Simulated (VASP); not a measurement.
## Cu: single point with PBEsol

The system is Cu, a wire with vacuum.

```xyz
4
Lattice="11.4000 0.0000 0.0000 0.0000 9.3000 0.0000 0.0000 0.0000 4.5962" Properties=species:S:1:pos:R:3 pbc="T T T"
Cu    4.5769    4.6500    0.0000
Cu    4.5769    4.6500    2.2981
Cu    6.8231    4.6500    0.0000
Cu    6.8231    4.6500    2.2981
```

```json
{
  "Program": "VASP 6.6.1",
  "Task": "single point",
  "Functional": "PBEsol",
  "Potentials or basis": "VASP PAW PBE potentials, release 64 (Cu)",
  "Cutoff": "520 eV",
  "k mesh": "1 × 1 × 14",
  "Occupations": "gaussian, width 0.05 eV",
  "Spin": "collinear spin",
  "Starting moments": "[0.5, 0.5, 0.5, 0.5] μB",
  "Dipole correction": "no",
  "Further INCAR settings": "ALGO = Normal; EDIFF = 1e-07; NBANDS = 34"
}
```

```json
{
  "Largest force": "0.030 eV/Å",
  "Net moment": "0.00 μB per cell",
  "Valence electrons inside the program's atomic spheres": "Cu 9.94"
}
```

Forces on the atoms (eV/Å):
```
Cu  -0.030  0.000  0.000
Cu  -0.030  0.000  0.000
Cu   0.030  0.000  0.000
Cu   0.030  0.000  0.000
```

Levels at points of the mesh, in eV from the Fermi level:
Spin up:
| k point | band 18 | band 19 | band 20 | band 21 | band 22 | band 23 | band 24 | band 25 | band 26 | band 27 |
| --- | --- | --- | --- | --- | --- | --- | --- | --- | --- | --- |
| (0.00, 0.00, 0.00) | -0.82 | -0.74 | -0.70 | -0.47 | -0.41 | 1.62 | 2.06 | 2.34 | 4.06 | 4.52 |
| (0.00, 0.00, 0.50) | -1.43 | -1.16 | -1.16 | -1.08 | -1.08 | 1.00 | 1.00 | 3.86 | 3.86 | 4.35 |
Spin down:
| k point | band 20 | band 21 | band 22 | band 23 | band 24 | band 25 |
| --- | --- | --- | --- | --- | --- | --- |
| (0.00, 0.00, 0.00) | -0.70 | -0.47 | -0.41 | 1.62 | 2.06 | 2.34 |
| (0.00, 0.00, 0.50) | -1.16 | -1.08 | -1.08 | 1.00 | 1.00 | 3.86 |

Run time: 19 min on 1 thread of Intel Xeon 8259CL (shared host), peak memory 0.75 GiB.

Caveat: the PAW data sets were made with another functional, which shifts forces and pressure a little.
